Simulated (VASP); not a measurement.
Sn: relaxation of cell and atoms with PBE+D3(BJ)

Sn:

```
CELL_PARAMETERS angstrom
0.00000 3.23334 3.23334
3.23334 0.00000 3.23334
3.23334 3.23334 0.00000
ATOMIC_POSITIONS crystal
Sn 0.75000 0.75000 0.75000
Sn 0.50000 0.50000 0.50000
```

This isn't the form of Sn at room conditions, which is tetragonal (white tin).

| Item | Value |
| --- | --- |
| Program | VASP 6.6.1 |
| Task | relaxation of cell and atoms |
| Functional | PBE |
| Dispersion | D3(BJ) |
| Potentials or basis | VASP PAW PBE potentials, release 64 (Sn_d) |
| Cutoff | 600 eV |
| k mesh | 7 × 7 × 7 |
| Occupations | fermi-dirac, width 0.05 eV |
| Spin | no spin polarisation |
| Dipole correction | no |
| Further INCAR settings | ALGO = Normal; EDIFF = 1e-06; IBRION = 2; EDIFFG = -0.005; NSW = 80; ISIF = 3 |

The relaxed volume is 35.49 Å³/atom. The relaxed cell is a = 4.647 Å, b = 4.647 Å, c = 4.647 Å, α = 60.00°, β = 60.00°, γ = 60.00°, the space group after relaxing (to 0.1 Å) is Fd-3m (No. 227) and the energy gained by relaxing is 10.9 meV/atom. The ionic steps are 3 and the pressure after relaxing is 0.0 GPa. The band gap on the k mesh is zero (bands 14 and 15 overlap by 0.13 eV) and the dispersion energy per atom is -0.295 eV.

Step by step:
```csv
step,energy change (eV),largest force (eV/Å),pressure (GPa),volume (Å³)
1,0.0000,0.0000,2.18,67.61
2,-0.0193,0.0000,-0.63,72.21
3,-0.0218,0.0000,0.00,70.98
```

Final structure:
```xyz
2
Lattice="0.0000 3.2862 3.2862 3.2862 0.0000 3.2862 3.2862 3.2862 0.0000" Properties=species:S:1:pos:R:3 pbc="T T T"
Sn    4.9293    4.9293    4.9293
Sn    3.2862    3.2862    3.2862
```

Levels at points of the mesh, in eV from the Fermi level:
| k point | band 12 | band 13 | band 14 | band 15 | band 16 | band 17 |
| --- | --- | --- | --- | --- | --- | --- |
| (0.00, 0.00, 0.00) | -0.81 | 0.17 | 0.17 | 0.17 | 2.24 | 2.24 |

Wall time 2.4 min on 1 thread of Intel Xeon 8259CL, on a shared host, peak memory 0.26 GiB.

Caveat: spin-orbit coupling is left out, which moves the levels of the heavy elements. Zero-point motion and thermal expansion aren't in these numbers.
